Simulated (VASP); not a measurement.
# TaN (C2/m) in VASP: further runs

Runs on TaN. Level: PBE. Tasks: single point.

Everything below comes from runs of VASP 6.6.1. Logs are shortened: lines on timing, memory, paths and dates and some standing lists are left out, and cuts for length are marked.

## 1. The cell of the first run

Symmetry: C2/m, No. 12, monoclinic system. The conventional cell has a = 4.408 Å, b = 4.416 Å, c = 2.634 Å, α = 90.00°, β = 125.90°, γ = 90.00°. Ta (site symmetry 2/m) has 6 N at 2.20 to 2.23 Å and 2 Ta at 2.63 Å within 2.9 Å. N (site symmetry 2/m) has 6 Ta at 2.20 to 2.23 Å and 2 N at 2.63 Å within 2.9 Å.

## 2. Single point, PBE (engineering shear strain xz -0.3000, normal strain along z -0.0133)

INCAR reads:

```
SYSTEM = TaN
  PREC = Accurate
  ENCUT = 520
  EDIFF = 1E-6
  ISMEAR = 0
  SIGMA = 0.15
  LREAL = .False.
  LASPH = .True.
  NELM = 80
  ALGO = Normal
  ISIF = 2
  LWAVE = .False.
  LCHARG = .False.
  GGA = PE
  NBANDS = 15
```

KPOINTS reads:

```
Automatic mesh
0
Gamma
  18 18 18
  0 0 0
```

POSCAR reads:

```
TaN
1.0
   -0.3312168385      2.2081122570      2.1787443640
    1.8768954184      0.0000000000      1.8475275254
    2.2081122570      2.2081122570     -0.3312168385
Ta N
1 1
Direct
    0.5000000000      0.5000000000      0.5000000000
    0.0000000000      0.0000000000      0.0000000000
```

Potentials or basis: VASP PAW PBE potentials, release 64 (Ta_pv, N).

Started as:

```bash
cat potpaw_PBE.64/Ta_pv/POTCAR potpaw_PBE.64/N/POTCAR > POTCAR
mpirun -np 1 vasp_std > vasp.out
```

OUTCAR:

```text
SYSTEM = TaN
   PREC = Accurate
   ENCUT = 520
   EDIFF = 1E-6
   ISMEAR = 0
   LREAL = .False.
   LASPH = .True.
   NELM = 80
   ISIF = 2
   GGA = PE

 ion  position               nearest neighbor table
   1  0.500  0.500  0.500-   2 2.20   2 2.20   2 2.21   2 2.21   2 2.23   2 2.23
   2  0.000  0.000  0.000-   1 2.20   1 2.20   1 2.21   1 2.21   1 2.23   1 2.23

  LATTYP: Found a base centered monoclinic cell.
 ALAT       =     4.4075533338
 B/A-ratio  =     1.0019673455
 C/A-ratio  =     0.5975302831
 COS(beta)  =    -0.5864316076

  Lattice vectors:

 A1 = (   0.3312168385,  -2.2081122570,  -2.1787443640)
 A2 = (   0.3312168386,   2.2081122570,  -2.1787443639)
 A3 = (   1.8768954184,   0.0000000000,   1.8475275254)

Analysis of symmetry for initial positions (statically):
=====================================================================
 Subroutine PRICEL returns:
 Original cell was already a primitive cell.

 Routine SETGRP: Setting up the symmetry group for a
 base centered monoclinic supercell.

 Subroutine GETGRP returns: Found  4 space group operations
 (whereof  4 operations were pure point group operations)
 out of a pool of  4 trial point group operations.

The static configuration has the point symmetry C_2h.

Analysis of symmetry for dynamics (positions and initial velocities):
=====================================================================
 Subroutine PRICEL returns:
 Original cell was already a primitive cell.

 Routine SETGRP: Setting up the symmetry group for a
 base centered monoclinic supercell.

 Subroutine GETGRP returns: Found  4 space group operations
 (whereof  4 operations were pure point group operations)
 out of a pool of  4 trial point group operations.

The dynamic configuration has the point symmetry C_2h.

 Subroutine INISYM returns: Found  4 space group operations
 (whereof  4 operations are pure point group operations),
 and found     1 'primitive' translations

----------------------------------------------------------------------------------------

                                     Primitive cell

  volume of cell :      20.7616

  direct lattice vectors                    reciprocal lattice vectors
    -0.331216838  2.208112257  2.178744364    -0.196494997  0.226437763  0.199618439
     1.876895418  0.000000000  1.847527525     0.266948564 -0.226437763  0.270072005
     2.208112257  2.208112257 -0.331216838     0.196494997  0.226437763 -0.199618439

  length of vectors
     3.119678082  2.633646591  3.140258600     0.360183100  0.442124965  0.360183100

  position of ions in fractional coordinates (direct lattice)
     0.500000000  0.500000000  0.500000000
[... 92 lines left out ...]
   EFERMI =   0.00;   METHOD = LEGACY
   ISMEAR =     0;   SIGMA  =   0.15  broadening in eV -4-tet -1-fermi 0-gaus
   EFERMI_NEDOS =   21; number of points for ismear=-14 and -15
   IALGO  =     38    algorithm
   IMIX   =      4    mixing-type and parameters
     AMIX     =   0.40;   BMIX     =  1.00
     AMIX_MAG =   1.60;   BMIX_MAG =  1.00
  volume/ion in A,a.u.               =      10.38        70.05
  Fermi-wavevector in a.u.,A,eV,Ry     =   1.500933  2.836352 30.651203  2.252800
  Thomas-Fermi vector in A             =   2.612369
   LORBIT       =      0    0 simple, 1 ext, 2 COOP (PROOUT), +10 PAW based schemes
   GGA     = PE    functional components
   LHFCALC =     F    Hartree Fock is set to
   AEXX    =    0.0000 exact exchange contribution
   IVDW    =     0    specifies the selected vdW correction
   LEPSILON=     F    determine dielectric tensor
   LRPA    =     F    only Hartree local field effects (RPA)
 non-spin polarized calculation
 Gauss-broadening in eV      SIGMA  =   0.15
  energy-cutoff  :      520.00
  volume of cell :       20.76
 maximum number of plane-waves:       582
   NGX = 11   NGY =  9   NGZ = 11

 number of electron      16.0000002 magnetization

 Free energy of the ion-electron system (eV)
  ---------------------------------------------------
  ext. energy  EPLUGINS =         0.00000000
  ---------------------------------------------------
  free energy    TOTEN  =       -21.40642082 eV

  energy without entropy =      -21.39881183  energy(sigma->0) =      -21.40261633

 E-fermi :   9.1299     XC(G=0): -13.5660

 val. band max:        9.1273313056   @ k =   0.2222  -0.4444   0.2222
 cond. band min:       9.1331040507   @ k =   0.3889  -0.3333   0.2222
 fundamental gap:      0.0057727452
 Fermi energy:         9.1298863707

 k-point     1 :       0.0000    0.0000    0.0000
  band No.  band energies     occupation
      1     -26.2356      2.00000
      2     -26.2002      2.00000
      3     -25.4058      2.00000
      4      -9.1158      2.00000
      5       5.5739      2.00000
      6       5.5809      2.00000
      7       5.7745      2.00000
      8       5.8302      2.00000
      9       7.6734      2.00000
     10       9.8386      0.00000
     11      10.5925      0.00000
     12      11.1869      0.00000
     13      13.0814      0.00000
     14      20.2237      0.00000
[... 401 lines left out ...]
      2     -26.1914      2.00000
      3     -25.5067      2.00000
      4      -7.4855      2.00000
      5       0.9290      2.00000
      6       2.8612      2.00000
      7       5.6534      2.00000
      8       7.2053      2.00000
      9       9.4189      0.00643
     10      12.1829      0.00000
     11      13.9338      0.00000
     12      14.9196      0.00000
     13      15.5138      0.00000
     14      21.0482      0.00000
     15      22.1147      0.00000

 [... further k-points ...]

------------------------ aborting loop because EDIFF is reached ----------------------------------------

  FORCE on cell =-STRESS in cart. coord.  units (eV):
  Direction    XX          YY          ZZ          XY          YZ          ZX
  --------------------------------------------------------------------------------------
  -------------------------------------------------------------------------------------
  Total        3.0165744     -0.6446819      3.9364367     -0.0000000     -0.0000000      4.0036021
  in kB      232.7898599    -49.7502788    303.7758764     -0.0000000     -0.0000000    308.9590511
  external PRESSURE =     162.2718192 kB  Pullay stress =       0.0000000 kB

 VOLUME and BASIS-vectors are now :
 -----------------------------------------------------------------------------
  energy-cutoff  :      520.00
  volume of cell :       20.76
      direct lattice vectors                 reciprocal lattice vectors
    -0.331216838  2.208112257  2.178744364    -0.196494997  0.226437763  0.199618439
     1.876895418  0.000000000  1.847527525     0.266948564 -0.226437763  0.270072005
     2.208112257  2.208112257 -0.331216838     0.196494997  0.226437763 -0.199618439

 POSITION                                       TOTAL-FORCE (eV/Angst)
 -----------------------------------------------------------------------------------
      1.87690      2.20811      1.84753        -0.000000      0.000000     -0.000000
      0.00000      0.00000      0.00000         0.000000     -0.000000      0.000000
 -----------------------------------------------------------------------------------
    total drift:                               -0.000000     -0.000000      0.000000

  FREE ENERGIE OF THE ION-ELECTRON SYSTEM (eV)
  ---------------------------------------------------
  free  energy   TOTEN  =       -21.4064208205 eV

  energy  without entropy=      -21.3988118313  energy(sigma->0) =      -21.40261633
```

OSZICAR:

```text
N       E                     dE             d eps       ncg     rms          rms(c)
DAV:   1     0.902172514094E+02    0.90217E+02   -0.88127E+03 46603   0.113E+03
DAV:   2    -0.216364385546E+02   -0.11185E+03   -0.10503E+03 57371   0.304E+02
DAV:   3    -0.243432335114E+02   -0.27068E+01   -0.26906E+01 51764   0.443E+01
DAV:   4    -0.243538163068E+02   -0.10583E-01   -0.10578E-01 60658   0.293E+00
DAV:   5    -0.243538852892E+02   -0.68982E-04   -0.68980E-04 52471   0.209E-01    0.245E+01
DAV:   6    -0.214788172708E+02    0.28751E+01   -0.54358E+00 60119   0.259E+01    0.102E+01
DAV:   7    -0.214413507306E+02    0.37467E-01   -0.82512E-01 51848   0.665E+00    0.713E+00
DAV:   8    -0.214150351748E+02    0.26316E-01   -0.15731E-01 58841   0.333E+00    0.164E+00
DAV:   9    -0.214064320151E+02    0.86032E-02   -0.19232E-02 52191   0.117E+00    0.215E-01
DAV:  10    -0.214064931730E+02   -0.61158E-04   -0.13165E-03 55663   0.411E-01    0.572E-02
DAV:  11    -0.214064213508E+02    0.71822E-04   -0.13088E-04 54796   0.124E-01    0.141E-02
DAV:  12    -0.214064210903E+02    0.26046E-06   -0.13383E-05 51876   0.343E-02    0.439E-03
DAV:  13    -0.214064208205E+02    0.26984E-06   -0.29973E-07 27961   0.449E-03
   1 F= -.21406421E+02 E0= -.21402616E+02  d E =-.760899E-02
```

stdout:

```text
POSCAR found type information on POSCAR TaN
 POSCAR found :  2 types and       2 ions
 scaLAPACK will be used
 LDA part: xc-table for (Slater+PW92), standard interpolation
 POSCAR, INCAR and KPOINTS ok, starting setup
 FFT: planning ... GRIDC
 FFT: planning ... GRID_SOFT
 FFT: planning ... GRID
 WAVECAR not read
 entering main loop
```

Wall time 2.9 min (1 thread of Intel Xeon Platinum 8488C (Sapphire Rapids), shared host); peak memory 0.56 GiB.

Results:

* Free energy: -21.4064 eV
* Pressure: 16.2 GPa
* Band gap on the k mesh: zero (bands 8 and 9 overlap by 3.86 eV)

Caveat: the cell differs from its parent crystal (engineering shear strain xz -0.3000, normal strain along z -0.0133); the cell stands under pressure; spin-orbit coupling is left out, which moves the levels of the heavy elements.

## 3. Single point, PBE (engineering shear strain xz -0.2000, normal strain along z -0.0267)

INCAR reads:

```
PREC = Accurate
ENCUT = 520
EDIFF = 1E-7
ISMEAR = 0
SIGMA = 0.15
LREAL = F
LASPH = T
NELM = 100
ALGO = Normal
ISIF = 2
LWAVE = F
LCHARG = F
GGA = PE
NBANDS = 15
```

KPOINTS reads:

```
regular mesh
0
Gamma
  18 18 18
```

POSCAR reads:

```
TaN
1.0
   -0.2208112257      2.2081122570      2.1491556597
    1.9873010313      0.0000000000      1.9283444340
    2.2081122570      2.2081122570     -0.2208112257
Ta N
1 1
Direct
    0.5000000000      0.5000000000      0.5000000000
    0.0000000000      0.0000000000      0.0000000000
```

Potentials or basis: VASP PAW PBE potentials, release 64 (Ta_pv, N).

Started as:

```bash
cat potpaw_PBE.64/Ta_pv/POTCAR potpaw_PBE.64/N/POTCAR > POTCAR
mpirun -np 1 vasp_std > vasp.out
```

OUTCAR:

```text
PREC = Accurate
   ENCUT = 520
   EDIFF = 1E-7
   ISMEAR = 0
   LREAL = F
   LASPH = T
   NELM = 100
   ISIF = 2
   GGA = PE

 ion  position               nearest neighbor table
   1  0.500  0.500  0.500-   2 2.16   2 2.16   2 2.21   2 2.21   2 2.22   2 2.22
   2  0.000  0.000  0.000-   1 2.16   1 2.16   1 2.21   1 2.21   1 2.22   1 2.22

  LATTYP: Found a base centered monoclinic cell.
 ALAT       =     4.3209386235
 B/A-ratio  =     1.0220521277
 C/A-ratio  =     0.6408545760
 COS(beta)  =    -0.6193846281

  Lattice vectors:

 A1 = (   0.2208112257,  -2.2081122570,  -2.1491556597)
 A2 = (   0.2208112257,   2.2081122570,  -2.1491556597)
 A3 = (   1.9873010313,   0.0000000000,   1.9283444340)

Analysis of symmetry for initial positions (statically):
=====================================================================
 Subroutine PRICEL returns:
 Original cell was already a primitive cell.

 Routine SETGRP: Setting up the symmetry group for a
 base centered monoclinic supercell.

 Subroutine GETGRP returns: Found  4 space group operations
 (whereof  4 operations were pure point group operations)
 out of a pool of  4 trial point group operations.

The static configuration has the point symmetry C_2h.

Analysis of symmetry for dynamics (positions and initial velocities):
=====================================================================
 Subroutine PRICEL returns:
 Original cell was already a primitive cell.

 Routine SETGRP: Setting up the symmetry group for a
 base centered monoclinic supercell.

 Subroutine GETGRP returns: Found  4 space group operations
 (whereof  4 operations were pure point group operations)
 out of a pool of  4 trial point group operations.

The dynamic configuration has the point symmetry C_2h.

 Subroutine INISYM returns: Found  4 space group operations
 (whereof  4 operations are pure point group operations),
 and found     1 'primitive' translations

[... 120 lines left out ...]
   LHFCALC =     F    Hartree Fock is set to
   AEXX    =    0.0000 exact exchange contribution
   IVDW    =     0    specifies the selected vdW correction
   LEPSILON=     F    determine dielectric tensor
   LRPA    =     F    only Hartree local field effects (RPA)
 non-spin polarized calculation
 Gauss-broadening in eV      SIGMA  =   0.15
  energy-cutoff  :      520.00
  volume of cell :       20.74
 maximum number of plane-waves:       576
   NGX = 11   NGY = 11   NGZ = 11

 number of electron      15.9999999 magnetization

 Free energy of the ion-electron system (eV)
  ---------------------------------------------------
  ext. energy  EPLUGINS =         0.00000000
  ---------------------------------------------------
  free energy    TOTEN  =       -21.62421186 eV

  energy without entropy =      -21.61530791  energy(sigma->0) =      -21.61975989

 E-fermi :   9.4329     XC(G=0): -13.5710

 val. band max:        9.4299444041   @ k =  -0.1667   0.1111   0.2222
 cond. band min:       9.4338451111   @ k =   0.0556  -0.1667   0.1667
 fundamental gap:      0.0039007070
 Fermi energy:         9.4328830674

 k-point     1 :       0.0000    0.0000    0.0000
  band No.  band energies     occupation
      1     -26.0764      2.00000
      2     -26.0642      2.00000
      3     -25.5755      2.00000
      4      -9.1768      2.00000
      5       5.6503      2.00000
      6       5.8212      2.00000
      7       6.2017      2.00000
      8       6.6006      2.00000
      9       6.9418      2.00000
     10       9.5740      0.18327
     11       9.7835      0.00095
     12      10.5262      0.00000
     13      12.6297      0.00000
     14      19.7048      0.00000
[... 401 lines left out ...]
      2     -26.0658      2.00000
      3     -25.6658      2.00000
      4      -7.4812      2.00000
      5       1.0033      2.00000
      6       2.8545      2.00000
      7       4.6831      2.00000
      8       8.1507      2.00000
      9       9.5425      0.30125
     10      11.5916      0.00000
     11      14.1509      0.00000
     12      14.9250      0.00000
     13      15.1107      0.00000
     14      21.3732      0.00000
     15      22.2151      0.00000

 [... further k-points ...]

------------------------ aborting loop because EDIFF is reached ----------------------------------------

  FORCE on cell =-STRESS in cart. coord.  units (eV):
  Direction    XX          YY          ZZ          XY          YZ          ZX
  --------------------------------------------------------------------------------------
  -------------------------------------------------------------------------------------
  Total        2.0211427      0.0060036      4.3181152      0.0000000      0.0000000      1.0820525
  in kB      156.1178519      0.4637354    333.5414476      0.0000000      0.0000000     83.5802978
  external PRESSURE =     163.3743450 kB  Pullay stress =       0.0000000 kB

 VOLUME and BASIS-vectors are now :
 -----------------------------------------------------------------------------
  energy-cutoff  :      520.00
  volume of cell :       20.74
      direct lattice vectors                 reciprocal lattice vectors
    -0.220811226  2.208112257  2.149155660    -0.205281946  0.226437763  0.211558172
     1.987301031  0.000000000  1.928344434     0.252294873 -0.226437763  0.258571099
     2.208112257  2.208112257 -0.220811226     0.205281946  0.226437763 -0.211558172

 POSITION                                       TOTAL-FORCE (eV/Angst)
 -----------------------------------------------------------------------------------
      1.98730      2.20811      1.92834         0.000000     -0.000000      0.000000
      0.00000      0.00000      0.00000         0.000000      0.000000     -0.000000
 -----------------------------------------------------------------------------------
    total drift:                                0.000000     -0.000000      0.000000

  FREE ENERGIE OF THE ION-ELECTRON SYSTEM (eV)
  ---------------------------------------------------
  free  energy   TOTEN  =       -21.6242118579 eV

  energy  without entropy=      -21.6153079146  energy(sigma->0) =      -21.61975989
```

stdout:

```text
POSCAR found type information on POSCAR TaN
 POSCAR found :  2 types and       2 ions
 scaLAPACK will be used
 LDA part: xc-table for (Slater+PW92), standard interpolation
 POSCAR, INCAR and KPOINTS ok, starting setup
 FFT: planning ... GRIDC
 FFT: planning ... GRID_SOFT
 FFT: planning ... GRID
 WAVECAR not read
 entering main loop
```

Run time: 3.5 min. Hardware: 1 thread of Intel Xeon Platinum 8488C (Sapphire Rapids), shared host; peak memory 0.56 GiB.

Results:

* Free energy: -21.6242 eV
* Pressure: 16.3 GPa
* Band gap on the k mesh: zero (bands 8 and 9 overlap by 3.93 eV)

Caveat: the cell differs from its parent crystal (engineering shear strain xz -0.2000, normal strain along z -0.0267); the cell stands under pressure; spin-orbit coupling is left out, which moves the levels of the heavy elements.

## 4. Single point, PBE (engineering shear strain xz -0.1000, normal strain along z -0.0267)

INCAR reads:

```
PREC = Accurate ; ENCUT = 520
EDIFF = 1E-7 ; ISMEAR = 0
SIGMA = 0.15 ; LREAL = False
LASPH = True ; NELM = 80
ALGO = Normal ; ISIF = 2
LWAVE = False ; LCHARG = True
GGA = PE ; LELF = True
LVHAR = True ; NBANDS = 15
```

KPOINTS is that of step 3.

POSCAR reads:

```
TaN
1.0
   -0.1104056128      2.2081122570      2.1491556597
    2.0977066441      0.0000000000      2.0387500469
    2.2081122570      2.2081122570     -0.1104056128
Ta N
1 1
Direct
    0.5000000000      0.5000000000      0.5000000000
    0.0000000000      0.0000000000      0.0000000000
```

Started as:

```bash
cat potpaw_PBE.64/Ta_pv/POTCAR potpaw_PBE.64/N/POTCAR > POTCAR
mpirun -np 1 vasp_std > vasp.out
```

It took 3.5 min on 1 thread of Intel Xeon Platinum 8488C (Sapphire Rapids), shared host; peak memory 0.56 GiB.

The run converged. Its results:

```
Free energy            : -21.7398 eV
Pressure               : 12.6 GPa
Band gap on the k mesh : zero (bands 8 and 9 overlap by 3.98 eV)
```

Stress tensor (GPa, compression positive):
```
 8.25  0.00  6.22
 0.00  3.55  0.00
 6.22  0.00 26.03
```

Levels at points of the mesh, in eV from the Fermi level:
```tsv
k point	band 4	band 5	band 6	band 7	band 8	band 9	band 10	band 11	band 12	band 13
(0.00, 0.00, 0.00)	-18.92	-4.00	-3.86	-3.39	-2.82	-2.49	-1.13	0.02	0.28	2.19
(0.50, 0.00, 0.00)	-15.90	-10.48	-7.69	-6.82	0.57	2.30	2.51	4.19	7.11	7.73
(0.00, 0.50, 0.00)	-15.67	-10.38	-8.23	-7.54	1.47	1.77	3.78	3.84	7.59	8.33
(0.50, 0.50, 0.00)	-17.59	-6.43	-5.55	-4.67	-4.66	1.93	3.59	3.61	4.76	7.72
(0.50, 0.00, 0.50)	-17.67	-6.71	-5.52	-4.93	-4.05	2.30	3.55	3.89	4.81	7.07
(0.00, 0.50, 0.50)	-17.61	-6.72	-5.49	-4.58	-4.48	2.01	3.42	3.64	4.57	7.66
```

Caveat: the cell differs from its parent crystal (engineering shear strain xz -0.1000, normal strain along z -0.0267); the cell stands under pressure; spin-orbit coupling is left out, which moves the levels of the heavy elements.

(Part 1 of 2 ends here.)
